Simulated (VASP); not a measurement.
# BeS (Fm-3m) in VASP: notebook

BeS is run at these levels: HSE06, PBE-based screened hybrid; tasks: single point.

Program: VASP 6.6.1. These are calculated values, not measurements. Logs are shortened: lines on timing, memory, paths and dates and some standing lists are left out, and cuts for length are marked.

### 1 The cell of the first run

Symmetry: Fm-3m, No. 225, cubic system. Conventional cell: a = 4.635 Å, b = 4.635 Å, c = 4.635 Å, α = 90.00°, β = 90.00°, γ = 90.00°. Be (site symmetry m-3m) has 6 S at 2.32 Å within 3.1 Å. Within 3.1 Å of S (site symmetry m-3m) lie 6 Be at 2.32 Å.

### 2 Single point, HSE06

Contents of POSCAR:

```
BeS
1.0
    0.0000000000      2.3172971951      2.3172971951
    2.3172971951      0.0000000000      2.3172971951
    2.3172971951      2.3172971951      0.0000000000
Be S
1 1
Direct
    0.0000000000      0.0000000000      0.0000000000
    0.5000000000      0.5000000000      0.5000000000
```

Contents of INCAR.step1:

```
SYSTEM = BeS
ALGO = Normal ; EDIFF = 1E-5
ENCUT = 520 ; GGA = PE
ISIF = 2 ; ISMEAR = 0
LASPH = .TRUE. ; LREAL = .FALSE.
LWAVE = .TRUE. ; NBANDS = 11
NELM = 80 ; PREC = Accurate
SIGMA = 0.01
```

Contents of INCAR.step2:

```
SYSTEM = BeS
ALGO = Normal ; EDIFF = 1E-6
ENCUT = 520 ; GGA = PE
HFSCREEN = 0.2079 ; ISIF = 2
ISMEAR = 0 ; ISTART = 1
LASPH = .TRUE. ; LCHARG = .TRUE.
LELF = .TRUE. ; LHFCALC = .TRUE.
LREAL = .FALSE. ; LVHAR = .TRUE.
LWAVE = .FALSE. ; NBANDS = 11
NELM = 80 ; PREC = Accurate
PRECFOCK = Normal ; SIGMA = 0.01
```

Contents of KPOINTS:

```
k-points
0
G
  4 4 4
  0 0 0
```

Potentials or basis: VASP PAW PBE potentials, release 64 (Be, S).

Launch:

```console
cat potpaw_PBE.64/Be/POTCAR potpaw_PBE.64/S/POTCAR > POTCAR
cp INCAR.step1 INCAR
mpirun -np 1 vasp_std > vasp.out
cp INCAR.step2 INCAR
mpirun -np 1 vasp_std > vasp.out
```

OUTCAR:

```text
SYSTEM = BeS
   EDIFF = 1E-6
   ENCUT = 520
   GGA = PE
   HFSCREEN = 0.2079
   ISIF = 2
   ISMEAR = 0
   ISTART = 1
   LASPH = .TRUE.
   LHFCALC = .TRUE.
   LREAL = .FALSE.
   NELM = 80
   PREC = Accurate
   PRECFOCK = Normal

 ion  position               nearest neighbor table
   1  0.000  0.000  0.000-   2 2.32   2 2.32   2 2.32   2 2.32   2 2.32   2 2.32
   2  0.500  0.500  0.500-   1 2.32   1 2.32   1 2.32   1 2.32   1 2.32   1 2.32

  LATTYP: Found a face centered cubic cell.
 ALAT       =     4.6345943902

  Lattice vectors:

 A1 = (   0.0000000000,   2.3172971951,   2.3172971951)
 A2 = (   2.3172971951,   0.0000000000,   2.3172971951)
 A3 = (   2.3172971951,   2.3172971951,   0.0000000000)

Analysis of symmetry for initial positions (statically):
[... 5 lines left out ...]
 face centered cubic supercell.

 Subroutine GETGRP returns: Found 48 space group operations
 (whereof 48 operations were pure point group operations)
 out of a pool of 48 trial point group operations.

The static configuration has the point symmetry O_h .

Analysis of symmetry for dynamics (positions and initial velocities):
[... 5 lines left out ...]
 face centered cubic supercell.

 Subroutine GETGRP returns: Found 48 space group operations
 (whereof 48 operations were pure point group operations)
 out of a pool of 48 trial point group operations.

The dynamic configuration has the point symmetry O_h .

 Subroutine INISYM returns: Found 48 space group operations
 (whereof 48 operations are pure point group operations),
 and found     1 'primitive' translations

----------------------------------------------------------------------------------------

                                     Primitive cell

  volume of cell :      24.8872

  direct lattice vectors                    reciprocal lattice vectors
     0.000000000  2.317297195  2.317297195    -0.215768612  0.215768612  0.215768612
     2.317297195  0.000000000  2.317297195     0.215768612 -0.215768612  0.215768612
     2.317297195  2.317297195  0.000000000     0.215768612  0.215768612 -0.215768612

  length of vectors
     3.277153121  3.277153121  3.277153121     0.373722199  0.373722199  0.373722199

  position of ions in fractional coordinates (direct lattice)
     0.000000000  0.000000000  0.000000000
     0.500000000  0.500000000  0.500000000

  ion indices of the primitive-cell ions
   primitive index   ion index
[... 67 lines left out ...]
   PSTRESS=    0.0 pullay stress
   NELECT =       8.0000    total number of electrons
   NUPDOWN=      -1.0000    fix difference up-down
   EMIN   =  10.00;   EMAX   =-10.00  energy-range for DOS
   EFERMI =   0.00;   METHOD = LEGACY
   ISMEAR =     0;   SIGMA  =   0.01  broadening in eV -4-tet -1-fermi 0-gaus
   EFERMI_NEDOS =   21; number of points for ismear=-14 and -15
   IALGO  =     38    algorithm
   IMIX   =      1    mixing-type and parameters
     AMIX     =   0.40;   BMIX     =  1.00
     AMIX_MAG =   1.60;   BMIX_MAG =  1.00
  volume/ion in A,a.u.               =      12.44        83.97
  Fermi-wavevector in a.u.,A,eV,Ry     =   1.121450  2.119232 17.111356  1.257649
  Thomas-Fermi vector in A             =   2.258103
   LORBIT       =      0    0 simple, 1 ext, 2 COOP (PROOUT), +10 PAW based schemes
   GGA     = PE    functional components
   LHFCALC =     T    Hartree Fock is set to
   PRECFOCK=normal    Normal, Fast or Accurate (Low or Medium for compatibility)
   ENCUT4O =  -1.0   cutoff for four orbital integrals eV
   NKREDX  =     1    reduce k-point grid by
   NKREDY  =     1    reduce k-point grid by
   NKREDZ  =     1    reduce k-point grid by
   AEXX    =    0.2500 exact exchange contribution
   HFSCREEN=    0.2079 screening length (either q_TF or 0.3 A-1)
   HFSCREENC=   0.2079 screening length for correlation (either q_TF or 0.3 A-1)
   ENCUTFOCK=  -1.0 apply spherical cutoff to Coloumb kernel
   IVDW    =     0    specifies the selected vdW correction
   LEPSILON=     F    determine dielectric tensor
   LRPA    =     F    only Hartree local field effects (RPA)
 non-spin polarized calculation
 Gauss-broadening in eV      SIGMA  =   0.01
  energy-cutoff  :      520.00
  volume of cell :       24.89
 maximum number of plane-waves:       692
  NGX = 20; NGY = 20; NGZ = 20

 number of electron       7.9999998 magnetization

 Free energy of the ion-electron system (eV)
  ---------------------------------------------------
  ext. energy  EPLUGINS =         0.00000000
  ---------------------------------------------------
  free energy    TOTEN  =       -10.04438470 eV

  energy without entropy =      -10.04438470  energy(sigma->0) =      -10.04438470

 E-fermi :   5.8974     XC(G=0):  -8.7589

 val. band max:        5.7625462994   @ k =   0.0000   0.0000   0.0000
 cond. band min:       7.8301380861   @ k =   0.5000   0.5000   0.0000
 fundamental gap:      2.0675917868
 Fermi energy:         5.8973880132

 k-point     1 :       0.0000    0.0000    0.0000
  band No.  band energies     occupation
      1     -10.5296      2.00000
      2       5.7625      2.00000
      3       5.7625      2.00000
      4       5.7625      2.00000
      5      12.5513      0.00000
      6      16.0334      0.00000
      7      16.0334      0.00000
      8      16.0334      0.00000
      9      17.1129      0.00000
     10      17.1129      0.00000
     11      17.1129      0.00000
[... 85 lines left out ...]
 k-point     8 :      -0.2500    0.5000    0.2500
  band No.  band energies     occupation
      1      -6.8531      2.00000
      2       0.1731      2.00000
      3       0.1731      2.00000
      4       1.8316      2.00000
      5      12.0295      0.00000
      6      12.7663      0.00000
      7      16.5966      0.00000
      8      16.5966      0.00000
      9      20.9489      0.00000
     10      20.9489      0.00000
     11      26.0087      0.00000

------------------------ aborting loop because EDIFF is reached ----------------------------------------

  FORCE on cell =-STRESS in cart. coord.  units (eV):
  Direction    XX          YY          ZZ          XY          YZ          ZX
  --------------------------------------------------------------------------------------
  -------------------------------------------------------------------------------------
  Total       -0.1138674     -0.1138674     -0.1138674     -0.0000000     -0.0000000     -0.0000000
  in kB       -7.3305180     -7.3305180     -7.3305180     -0.0000000     -0.0000000     -0.0000000
  external PRESSURE =      -7.3305180 kB  Pullay stress =       0.0000000 kB

 VOLUME and BASIS-vectors are now :
 -----------------------------------------------------------------------------
  energy-cutoff  :      520.00
  volume of cell :       24.89
      direct lattice vectors                 reciprocal lattice vectors
     0.000000000  2.317297195  2.317297195    -0.215768612  0.215768612  0.215768612
     2.317297195  0.000000000  2.317297195     0.215768612 -0.215768612  0.215768612
     2.317297195  2.317297195  0.000000000     0.215768612  0.215768612 -0.215768612

 POSITION                                       TOTAL-FORCE (eV/Angst)
 -----------------------------------------------------------------------------------
      0.00000      0.00000      0.00000         0.000000      0.000000      0.000000
      2.31730      2.31730      2.31730        -0.000000     -0.000000     -0.000000
 -----------------------------------------------------------------------------------
    total drift:                                0.000006      0.000007      0.000003

  FREE ENERGIE OF THE ION-ELECTRON SYSTEM (eV)
  ---------------------------------------------------
  free  energy   TOTEN  =       -10.0443846987 eV

  energy  without entropy=      -10.0443846987  energy(sigma->0) =      -10.04438470
```

Run time: 64 s. Hardware: 1 thread of Intel Xeon Platinum 8488C (Sapphire Rapids), shared host; peak memory 0.23 GiB.

What came out:

```yaml
Free_energy: -10.0444 eV
Pressure: -0.7 GPa
Band_gap_on_the_k_mesh: 2.07 eV, indirect (least direct gap 5.21 eV)
```

Levels at points of the mesh, in eV from the valence-band top:
| k point | band 2 | band 3 | band 4 | band 5 | band 6 | band 7 |
| --- | --- | --- | --- | --- | --- | --- |
| (0.00, 0.00, 0.00) | 0.00 | 0.00 | 0.00 | 6.79 | 10.27 | 10.27 |
| (0.50, 0.00, 0.00) | -7.62 | -0.23 | -0.23 | 5.25 | 5.25 | 5.47 |
| (0.50, 0.50, 0.00) | -7.09 | -3.14 | -3.14 | 2.07 | 5.53 | 13.70 |

Caveat: the k points lie up to 0.59 Å⁻¹ apart; the PAW data sets were made with another functional, which shifts forces and pressure a little. A k mesh can miss the band edges.

### 3 Single point, PBE-based screened hybrid

POSCAR is that of step 2.

Contents of INCAR.step1:

```
PREC = Accurate
ENCUT = 520
EDIFF = 1E-5
ISMEAR = 0
SIGMA = 0.01
LREAL = F
LASPH = T
NELM = 100
ALGO = Normal
ISIF = 2
LWAVE = T
LCHARG = F
NBANDS = 11
GGA = PE
```

Contents of INCAR.step2:

```
PREC = Accurate
ENCUT = 520
EDIFF = 1E-6
ISMEAR = 0
SIGMA = 0.01
LREAL = F
LASPH = T
NELM = 100
ALGO = Normal
ISIF = 2
LWAVE = F
LCHARG = F
GGA = PE
LHFCALC = T
AEXX = 0.15
HFSCREEN = 0.2078
PRECFOCK = Normal
NBANDS = 11
ISTART = 1
```

Contents of KPOINTS:

```
regular mesh
0
Gamma
  4 4 4
```

Potentials or basis: VASP PAW PBE potentials, release 64 (Be, S).

Launch:

```console
cat potpaw_PBE.64/Be/POTCAR potpaw_PBE.64/S/POTCAR > POTCAR
cp INCAR.step1 INCAR
mpirun -np 1 vasp_std > vasp.out
cp INCAR.step2 INCAR
mpirun -np 1 vasp_std > vasp.out
```

OUTCAR:

```text
PREC = Accurate
   ENCUT = 520
   EDIFF = 1E-6
   ISMEAR = 0
   LREAL = F
   LASPH = T
   NELM = 100
   ISIF = 2
   GGA = PE
   LHFCALC = T
   AEXX = 0.15
   HFSCREEN = 0.2078
   PRECFOCK = Normal
   ISTART = 1

 ion  position               nearest neighbor table
   1  0.000  0.000  0.000-   2 2.32   2 2.32   2 2.32   2 2.32   2 2.32   2 2.32
   2  0.500  0.500  0.500-   1 2.32   1 2.32   1 2.32   1 2.32   1 2.32   1 2.32

[... 291 lines left out ...]
     11      25.5185      0.00000

------------------------ aborting loop because EDIFF is reached ----------------------------------------

  FORCE on cell =-STRESS in cart. coord.  units (eV):
  Direction    XX          YY          ZZ          XY          YZ          ZX
  --------------------------------------------------------------------------------------
  -------------------------------------------------------------------------------------
  Total       -0.0079899     -0.0079899     -0.0079899     -0.0000000      0.0000000     -0.0000000
  in kB       -0.5143742     -0.5143742     -0.5143742     -0.0000000      0.0000000     -0.0000000
  external PRESSURE =      -0.5143742 kB  Pullay stress =       0.0000000 kB

 VOLUME and BASIS-vectors are now :
 -----------------------------------------------------------------------------
  energy-cutoff  :      520.00
  volume of cell :       24.89
      direct lattice vectors                 reciprocal lattice vectors
     0.000000000  2.317297195  2.317297195    -0.215768612  0.215768612  0.215768612
     2.317297195  0.000000000  2.317297195     0.215768612 -0.215768612  0.215768612
     2.317297195  2.317297195  0.000000000     0.215768612  0.215768612 -0.215768612

 POSITION                                       TOTAL-FORCE (eV/Angst)
 -----------------------------------------------------------------------------------
      0.00000      0.00000      0.00000         0.000000     -0.000000      0.000000
      2.31730      2.31730      2.31730        -0.000000      0.000000     -0.000000
 -----------------------------------------------------------------------------------
    total drift:                                0.000001      0.000001      0.000001

  FREE ENERGIE OF THE ION-ELECTRON SYSTEM (eV)
  ---------------------------------------------------
  free  energy   TOTEN  =        -9.5193652569 eV

  energy  without entropy=       -9.5193652569  energy(sigma->0) =       -9.51936526
```

OUTCAR.step1:

```text
PREC = Accurate
   ENCUT = 520
   EDIFF = 1E-5
   ISMEAR = 0
   LREAL = F
   LASPH = T
[... 313 lines left out ...]
 -----------------------------------------------------------------------------------
      0.00000      0.00000      0.00000        -0.000000     -0.000000      0.000000
      2.31730      2.31730      2.31730         0.000000      0.000000     -0.000000
 -----------------------------------------------------------------------------------
    total drift:                               -0.000000     -0.000000      0.000000

  FREE ENERGIE OF THE ION-ELECTRON SYSTEM (eV)
  ---------------------------------------------------
  free  energy   TOTEN  =        -8.7455386422 eV

  energy  without entropy=       -8.7455386422  energy(sigma->0) =       -8.74553864
```

OSZICAR.step1:

```text
N       E                     dE             d eps       ncg     rms          rms(c)
DAV:   1     0.238106272161E+02    0.23811E+02   -0.44806E+03   176   0.677E+02
DAV:   2    -0.757178078507E+01   -0.31382E+02   -0.28729E+02   235   0.114E+02
DAV:   3    -0.883554907940E+01   -0.12638E+01   -0.12620E+01   220   0.238E+01
DAV:   4    -0.884101471257E+01   -0.54656E-02   -0.54633E-02   252   0.186E+00
DAV:   5    -0.884103647370E+01   -0.21761E-04   -0.21761E-04   241   0.975E-02    0.604E+00
DAV:   6    -0.874644399079E+01    0.94592E-01   -0.22386E-01   203   0.199E+00    0.413E+00
DAV:   7    -0.874444061453E+01    0.20034E-02   -0.76963E-02   205   0.134E+00    0.178E+00
DAV:   8    -0.874555373012E+01   -0.11131E-02   -0.66786E-03   194   0.419E-01    0.386E-01
DAV:   9    -0.874552975201E+01    0.23978E-04   -0.19147E-04   194   0.854E-02    0.954E-02
DAV:  10    -0.874553864218E+01   -0.88902E-05   -0.28618E-05   203   0.271E-02
   1 F= -.87455386E+01 E0= -.87455386E+01  d E =-.105671E-16
```

Run time: 53 s. Hardware: 1 thread of Intel Xeon Platinum 8488C (Sapphire Rapids), shared host; peak memory 0.23 GiB.

Results:

| Item | Value |
| --- | --- |
| Free energy | -9.5194 eV |
| Pressure | -0.1 GPa |
| Band gap on the k mesh | 1.73 eV, indirect (least direct gap 4.77 eV) |

Caveat: the k points lie up to 0.59 Å⁻¹ apart; the PAW data sets were made with another functional, which shifts forces and pressure a little.
